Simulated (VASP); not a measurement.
# TiO2 (P2_1/c) in VASP: single point with PBEsol

Aim: the single point of TiO2 with PBEsol.

Program: VASP 6.6.1. These are calculated values, not measurements. Logs are shortened: lines on timing, memory, paths and dates and some standing lists are left out, and cuts for length are marked.

### 1 The cell of the first run

Symmetry: P2_1/c, No. 14, monoclinic system. The conventional cell has a = 4.589 Å, b = 4.849 Å, c = 4.736 Å, α = 90.00°, β = 98.60°, γ = 90.00°. Within 2.4 Å of Ti (site symmetry 1) lie 7 O at 1.82 to 2.27 Å. Within 2.7 Å of O (site symmetry 1) lie 3 Ti at 1.92 to 2.27 Å and 9 O at 2.41 to 2.69 Å. O (site symmetry 1) has 4 Ti at 1.82 to 2.11 Å and 9 O at 2.32 to 2.86 Å within 2.9 Å.

### 2 Single point, PBEsol

INCAR reads:

```
  PREC = Accurate
  ENCUT = 600
  EDIFF = 1E-6
  ISMEAR = 0
  SIGMA = 0.01
  LREAL = False
  LASPH = True
  NELM = 120
  ALGO = Normal
  ISIF = 2
  LWAVE = False
  LCHARG = False
  GGA = PS
  NBANDS = 60
  GGA_COMPAT = False
```

KPOINTS reads:

```
regular mesh
0
Gamma
  4 4 4
```

POSCAR reads:

```
TiO2
1.0
    4.5890000000      0.0000000000      0.0000000000
    0.0000000000      4.8490000000      0.0000000000
   -0.7081990000      0.0000000000      4.6827500000
Ti O
4 8
Direct
    0.3090000000      0.0450000000      0.2180000000
    0.6910000000      0.5450000000      0.2820000000
    0.6910000000      0.9550000000      0.7820000000
    0.3090000000      0.4550000000      0.7180000000
    0.0560000000      0.3470000000      0.2820000000
    0.9440000000      0.8470000000      0.2180000000
    0.9440000000      0.6530000000      0.7180000000
    0.0560000000      0.1530000000      0.7820000000
    0.4250000000      0.7270000000      0.4630000000
    0.5750000000      0.2270000000      0.0370000000
    0.5750000000      0.2730000000      0.5370000000
    0.4250000000      0.7730000000      0.9630000000
```

Potentials or basis: VASP PAW PBE potentials, release 64 (Ti_sv, O).

Command:

```sh
> cat potpaw_PBE.64/Ti_sv/POTCAR potpaw_PBE.64/O/POTCAR > POTCAR
> mpirun -np 1 vasp_std > vasp.out
```

OUTCAR:

```text
PREC = Accurate
   ENCUT = 600
   EDIFF = 1E-6
   ISMEAR = 0
   LREAL = False
   LASPH = True
   NELM = 120
   ISIF = 2
   GGA = PS

 ion  position               nearest neighbor table
   1  0.309  0.045  0.218-  10 1.82  12 1.92   5 1.92   6 1.93   9 1.96  11 2.11   8 2.27
   2  0.691  0.545  0.282-   9 1.82  11 1.92   6 1.92   5 1.93  10 1.96  12 2.11   7 2.27
   3  0.691  0.955  0.782-  12 1.82  10 1.92   7 1.92   8 1.93  11 1.96   9 2.11   6 2.27
   4  0.309  0.455  0.718-  11 1.82   9 1.92   8 1.92   7 1.93  12 1.96  10 2.11   5 2.27
   5  0.056  0.347  0.282-   1 1.92   2 1.93   4 2.27
   6  0.944  0.847  0.218-   2 1.92   1 1.93   3 2.27
   7  0.944  0.653  0.718-   3 1.92   4 1.93   2 2.27
   8  0.056  0.153  0.782-   4 1.92   3 1.93   1 2.27
   9  0.425  0.727  0.463-   2 1.82   4 1.92   1 1.96   3 2.11
  10  0.575  0.227  0.037-   1 1.82   3 1.92   2 1.96   4 2.11
  11  0.575  0.273  0.537-   4 1.82   2 1.92   3 1.96   1 2.11
  12  0.425  0.773  0.963-   3 1.82   1 1.92   4 1.96   2 2.11

  LATTYP: Found a simple monoclinic cell.
 ALAT       =     4.5890000000
 B/A-ratio  =     1.0566572238
 C/A-ratio  =     1.0320330625
 COS(beta)  =    -0.1495352705

  Lattice vectors:

 A1 = (   4.5890000000,   0.0000000000,   0.0000000000)
 A2 = (   0.0000000000,   4.8490000000,   0.0000000000)
 A3 = (  -0.7081990000,   0.0000000000,   4.6827500000)

Analysis of symmetry for initial positions (statically):
=====================================================================
 Subroutine PRICEL returns:
 Original cell was already a primitive cell.

 Routine SETGRP: Setting up the symmetry group for a
 simple monoclinic supercell.

 Subroutine GETGRP returns: Found  4 space group operations
 (whereof  2 operations were pure point group operations)
 out of a pool of  4 trial point group operations.

The static configuration has the point symmetry S_2 .
 The point group associated with its full space group is C_2h.

Analysis of symmetry for dynamics (positions and initial velocities):
=====================================================================
 Subroutine PRICEL returns:
 Original cell was already a primitive cell.

 Routine SETGRP: Setting up the symmetry group for a
 simple monoclinic supercell.

 Subroutine GETGRP returns: Found  4 space group operations
 (whereof  2 operations were pure point group operations)
 out of a pool of  4 trial point group operations.

The dynamic configuration has the point symmetry S_2 .
 The point group associated with its full space group is C_2h.

 Subroutine INISYM returns: Found  4 space group operations
 (whereof  2 operations are pure point group operations),
 and found     1 'primitive' translations

----------------------------------------------------------------------------------------

                                     Primitive cell

  volume of cell :     104.2008

  direct lattice vectors                    reciprocal lattice vectors
     4.589000000  0.000000000  0.000000000     0.217912399  0.000000000  0.032956135
     0.000000000  4.849000000  0.000000000     0.000000000  0.206228088  0.000000000
    -0.708199000  0.000000000  4.682750000     0.000000000  0.000000000  0.213549730

  length of vectors
     4.589000000  4.849000000  4.735999724     0.220390382  0.206228088  0.213549730

  position of ions in fractional coordinates (direct lattice)
     0.309000000  0.045000000  0.218000000
     0.691000000  0.545000000  0.282000000
     0.691000000  0.955000000  0.782000000
     0.309000000  0.455000000  0.718000000
     0.056000000  0.347000000  0.282000000
     0.944000000  0.847000000  0.218000000
     0.944000000  0.653000000  0.718000000
     0.056000000  0.153000000  0.782000000
     0.425000000  0.727000000  0.463000000
     0.575000000  0.227000000  0.037000000
     0.575000000  0.273000000  0.537000000
     0.425000000  0.773000000  0.963000000

  ion indices of the primitive-cell ions
   primitive index   ion index
                 1           1
                 2           2
                 3           3
                 4           4
                 5           5
                 6           6
                 7           7
                 8           8
                 9           9
                10          10
                11          11
                12          12

----------------------------------------------------------------------------------------

 KPOINTS: regular mesh

Automatic generation of k-mesh.
 Grid dimensions read from file:
 generate k-points for:    4    4    4

 Generating k-lattice:

  Cartesian coordinates                     Fractional coordinates (reciprocal lattice)
     0.054478100  0.000000000  0.008239034     0.250000000  0.000000000  0.000000000
     0.000000000  0.051557022  0.000000000     0.000000000  0.250000000  0.000000000
     0.000000000  0.000000000  0.053387433     0.000000000  0.000000000  0.250000000

  Length of vectors
     0.055097596  0.051557022  0.053387433

  Shift w.r.t. Gamma in fractional coordinates (k-lattice)
     0.000000000  0.000000000  0.000000000

 Subroutine IBZKPT returns following result:
 ===========================================

 Found     30 irreducible k-points:

 Following reciprocal coordinates:
            Coordinates               Weight
  0.000000  0.000000  0.000000      1.000000
  0.250000  0.000000  0.000000      2.000000
  0.500000  0.000000  0.000000      1.000000
  0.000000  0.250000  0.000000      2.000000
  0.250000  0.250000  0.000000      4.000000
  0.500000  0.250000  0.000000      2.000000
[... 16 lines left out ...]
  0.250000  0.000000  0.500000      2.000000
  0.500000  0.000000  0.500000      1.000000
 [... further k-points ...]
   k-points           NKPTS =     30   k-points in BZ     NKDIM =     30   number of bands    NBANDS=     60
   number of dos      NEDOS =    301   number of ions     NIONS =     12
   total plane-waves  NPLWV =  64000
   dimension x,y,z NGX =    40 NGY =   40 NGZ =   40
   dimension x,y,z NGXF=    80 NGYF=   80 NGZF=   80
   ions per type =               4   8
   NGX,Y,Z   is equivalent  to a cutoff of  14.49, 13.71, 14.04 a.u.
   NGXF,Y,Z  is equivalent  to a cutoff of  28.98, 27.43, 28.08 a.u.
 SYSTEM =  unknown system
   PREC   = accura    normal or accurate (medium, high low for compatibility)
   ISTART =      0    job   : 0-new  1-cont  2-samecut
   ICHARG =      2    charge: 1-file 2-atom 10-const
   ISPIN  =      1    spin polarized calculation?
   LNONCOLLINEAR =      F non collinear calculations
   LSORBIT =      F    spin-orbit coupling
   LASPH  =      T    aspherical Exc in radial PAW
   ENCUT  =  600.0 eV  44.10 Ry    6.64 a.u.   9.17  9.68  9.46*2*pi/ulx,y,z
   NELM   =    120;   NELMIN=  2; NELMDL= -5     # of ELM steps
   EDIFF  = 0.1E-05   stopping-criterion for ELM
   LREAL  =      F    real-space projection
   EDIFFG = 0.1E-04   stopping-criterion for IOM
   NSW    =      0    number of steps for IOM
   IBRION =     -1    ionic relax: 0-MD 1-quasi-New 2-CG
   NFREE  =      0    steps in history (QN), initial steepest desc. (CG)
   ISIF   =      2    stress and relaxation
   ISYM   =      2    0-nonsym 1-usesym 2-fastsym
   POTIM  = 0.5000    time-step for ionic-motion
   TEBEG  =    0.0;   TEEND  =   0.0 temperature during run
   PSTRESS=    0.0 pullay stress
   NELECT =      96.0000    total number of electrons
   NUPDOWN=      -1.0000    fix difference up-down
   EMIN   =  10.00;   EMAX   =-10.00  energy-range for DOS
   EFERMI =   0.00;   METHOD = LEGACY
   ISMEAR =     0;   SIGMA  =   0.01  broadening in eV -4-tet -1-fermi 0-gaus
   EFERMI_NEDOS =   21; number of points for ismear=-14 and -15
   IALGO  =     38    algorithm
   IMIX   =      4    mixing-type and parameters
     AMIX     =   0.40;   BMIX     =  1.00
     AMIX_MAG =   1.60;   BMIX_MAG =  1.00
  volume/ion in A,a.u.               =       8.68        58.60
  Fermi-wavevector in a.u.,A,eV,Ry     =   1.592972  3.010281 34.525602  2.537560
  Thomas-Fermi vector in A             =   2.691274
   LORBIT       =      0    0 simple, 1 ext, 2 COOP (PROOUT), +10 PAW based schemes
   GGA     = PS    functional components
   LHFCALC =     F    Hartree Fock is set to
   AEXX    =    0.0000 exact exchange contribution
   IVDW    =     0    specifies the selected vdW correction
   LEPSILON=     F    determine dielectric tensor
   LRPA    =     F    only Hartree local field effects (RPA)
 non-spin polarized calculation
 Gauss-broadening in eV      SIGMA  =   0.01
  energy-cutoff  :      600.00
  volume of cell :      104.20
 maximum number of plane-waves:      3503
 NGX is ok and might be reduce to    40
   NGX = 19   NGY = 19   NGZ = 19

 number of electron      96.0000003 magnetization

 Free energy of the ion-electron system (eV)
  ---------------------------------------------------
  ext. energy  EPLUGINS =         0.00000000
  ---------------------------------------------------
  free energy    TOTEN  =      -107.93619432 eV

  energy without entropy =     -107.93619432  energy(sigma->0) =     -107.93619432

 E-fermi :   7.9609     XC(G=0): -12.8556

 val. band max:        7.7608433860   @ k =   0.5000   0.0000   0.0000
 cond. band min:       8.8899915984   @ k =   0.5000   0.0000   0.0000
 fundamental gap:      1.1291482124
 Fermi energy:         7.9608870242

 k-point     1 :       0.0000    0.0000    0.0000
  band No.  band energies     occupation
      1     -49.4160      2.00000
      2     -49.3418      2.00000
      3     -49.3353      2.00000
      4     -49.3187      2.00000
      5     -26.2078      2.00000
      6     -26.1867      2.00000
[... 52 lines left out ...]
     59      11.7740      0.00000
     60      11.8023      0.00000

 k-point     2 :       0.2500    0.0000    0.0000
  band No.  band energies     occupation
      1     -49.4123      2.00000
      2     -49.3408      2.00000
      3     -49.3362      2.00000
      4     -49.3224      2.00000
      5     -26.2157      2.00000
      6     -26.1694      2.00000
[... 52 lines left out ...]
     59      11.6030      0.00000
     60      11.7792      0.00000

 k-point     3 :       0.5000    0.0000    0.0000
  band No.  band energies     occupation
      1     -49.4081      2.00000
      2     -49.3385      2.00000
      3     -49.3384      2.00000
      4     -49.3265      2.00000
      5     -26.2234      2.00000
      6     -26.1497      2.00000
[... 1312 lines left out ...]
     59      11.2137      0.00000
     60      11.3222      0.00000

 k-point    24 :       0.5000    0.0000    0.5000
  band No.  band energies     occupation
      1     -49.3735      2.00000
      2     -49.3735      2.00000
      3     -49.3322      2.00000
      4     -49.3322      2.00000
      5     -26.1095      2.00000
      6     -26.1095      2.00000
[... 52 lines left out ...]
     59      11.0737      0.00000
     60      11.0737      0.00000

 [... further k-points ...]

------------------------ aborting loop because EDIFF is reached ----------------------------------------

  FORCE on cell =-STRESS in cart. coord.  units (eV):
  Direction    XX          YY          ZZ          XY          YZ          ZX
  --------------------------------------------------------------------------------------
  -------------------------------------------------------------------------------------
  Total       11.8882276     16.7769065     19.7246306      0.0000000      0.0000000     -6.2289006
  in kB      182.7917028    257.9593363    303.2831258      0.0000000      0.0000000    -95.7746936
  external PRESSURE =     248.0113883 kB  Pullay stress =       0.0000000 kB

 VOLUME and BASIS-vectors are now :
 -----------------------------------------------------------------------------
  energy-cutoff  :      600.00
  volume of cell :      104.20
      direct lattice vectors                 reciprocal lattice vectors
     4.589000000  0.000000000  0.000000000     0.217912399  0.000000000  0.032956135
     0.000000000  4.849000000  0.000000000     0.000000000  0.206228088  0.000000000
    -0.708199000  0.000000000  4.682750000     0.000000000  0.000000000  0.213549730

 POSITION                                       TOTAL-FORCE (eV/Angst)
 -----------------------------------------------------------------------------------
      1.26361      0.21821      1.02084        -5.808096      0.666270      0.723379
      2.97129      2.64271      1.32054         5.808096      0.666270     -0.723379
      2.61719      4.63079      3.66191         5.808096     -0.666270     -0.723379
      0.90951      2.20629      3.36221        -5.808096     -0.666270      0.723379
      0.05727      1.68260      1.32054         1.725257     -0.024502      1.173369
      4.17763      4.10710      1.02084        -1.725257     -0.024502     -1.173369
      3.82353      3.16640      3.36221        -1.725257      0.024502     -1.173369
     -0.29683      0.74190      3.66191         1.725257      0.024502      1.173369
      1.62243      3.52522      2.16811        -0.353987      3.292532      1.199314
      2.61247      1.10072      0.17326         0.353987      3.292532     -1.199314
      2.25837      1.32378      2.51464         0.353987     -3.292532     -1.199314
      1.26833      3.74828      4.50949        -0.353987     -3.292532      1.199314
 -----------------------------------------------------------------------------------
    total drift:                               -0.000000      0.000000     -0.000000

  FREE ENERGIE OF THE ION-ELECTRON SYSTEM (eV)
  ---------------------------------------------------
  free  energy   TOTEN  =      -107.9361943248 eV

  energy  without entropy=     -107.9361943248  energy(sigma->0) =     -107.93619432
```

It took 2.6 min on 1 thread of Intel Xeon Platinum 8559C (Emerald Rapids), shared host; peak memory 0.33 GiB.

Results:

| Item | Value |
| --- | --- |
| Free energy | -107.9362 eV |
| Pressure | 24.8 GPa |
| Largest force | 5.891 eV/Å |
| Band gap on the k mesh | 1.13 eV |

Forces in eV/Å, atoms in the order of the input:
```
Ti  -5.808  0.666  0.723
Ti   5.808  0.666 -0.723
Ti   5.808 -0.666 -0.723
Ti  -5.808 -0.666  0.723
O    1.725 -0.025  1.173
O   -1.725 -0.025 -1.173
O   -1.725  0.025 -1.173
O    1.725  0.025  1.173
O   -0.354  3.293  1.199
O    0.354  3.293 -1.199
O    0.354 -3.293 -1.199
O   -0.354 -3.293  1.199
```

Stress tensor (GPa, compression positive):
```
18.28  0.00 -9.58
 0.00 25.80  0.00
-9.58  0.00 30.33
```

Caveat: the cell stands under pressure; the PAW data sets were made with another functional, which shifts forces and pressure a little.
